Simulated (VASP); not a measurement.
A run of VASP 6.6.1 is set up as follows.

File INCAR:

```
  PREC = Accurate
  ENCUT = 520
  EDIFF = 1E-8
  ISMEAR = 0
  SIGMA = 0.01
  LREAL = False
  LASPH = True
  NELM = 80
  ALGO = Normal
  ISIF = 2
  LWAVE = False
  LCHARG = False
  METAGGA = R2SCAN
  LMIXTAU = True
  NBANDS = 15
  IBRION = 6
  NFREE = 2
  POTIM = 0.015
  NSW = 1
```

File KPOINTS:

```
regular mesh
0
Gamma
  8 8 8
```

POSCAR

```
CaO
1.0
    2.3551214364      2.3551214364      0.0000000000
   -2.3551214364      2.3551214364      0.0000000000
    0.0000000000      2.3551214364      2.3551214364
Ca O
1 1
Direct
    0.0000000000      0.0000000000      0.0000000000
    0.5000000000      0.5000000000      0.0000000000
```

Potentials or basis: VASP PAW PBE potentials, release 64 (Ca_sv, O).

Command:

```console
$ cat potpaw_PBE.64/Ca_sv/POTCAR potpaw_PBE.64/O/POTCAR > POTCAR
$ mpirun -np 1 vasp_std > vasp.out
```

(1) Predict the highest phonon frequency at Γ, LO-TO splitting left out.

## Answers

(1) 337 cm⁻¹.

Caveat: the cell stands under pressure or tension, which shifts response properties.
